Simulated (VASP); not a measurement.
Cd, 2 atoms in the cell. Symmetry: P6_3/mmc, No. 194, hexagonal system. The conventional cell has a = 2.904 Å, b = 2.904 Å, c = 5.477 Å, α = 90.00°, β = 90.00°, γ = 120.00°. Within 3.8 Å of Cd (site symmetry -6m2) lie 12 Cd at 2.90 to 3.21 Å.  This cell differs from its parent crystal: strain -0.025 along x and y, -0.025 along z.

| Property | Result |
| --- | --- |
| Program | VASP 6.6.1 |
| Task | single point |
| Functional | PBEsol |
| Potentials or basis | VASP PAW PBE potentials, release 64 (Cd) |
| Cutoff | 520 eV |
| k mesh | 18 × 18 × 8 |
| Occupations | gaussian, width 0.15 eV |
| Spin | no spin polarisation |
| Dipole correction | no |
| Further INCAR settings | ALGO = Fast; EDIFF = 1e-06; NBANDS = 19 |

Potentials or basis: VASP PAW PBE potentials, release 64 (Cd).

Launch:

```bash
$ cat potpaw_PBE.64/Cd/POTCAR > POTCAR
$ mpirun -np 1 vasp_std > vasp.out
```

Hardware: 1 thread of Intel Xeon 8259CL (shared host).

Question: Estimate the wall time of this run.

Answer: Wall time 2.3 min on 1 thread of Intel Xeon 8259CL, on a shared host, peak memory 0.25 GiB. Counts: scf iterations 12, k points 185.
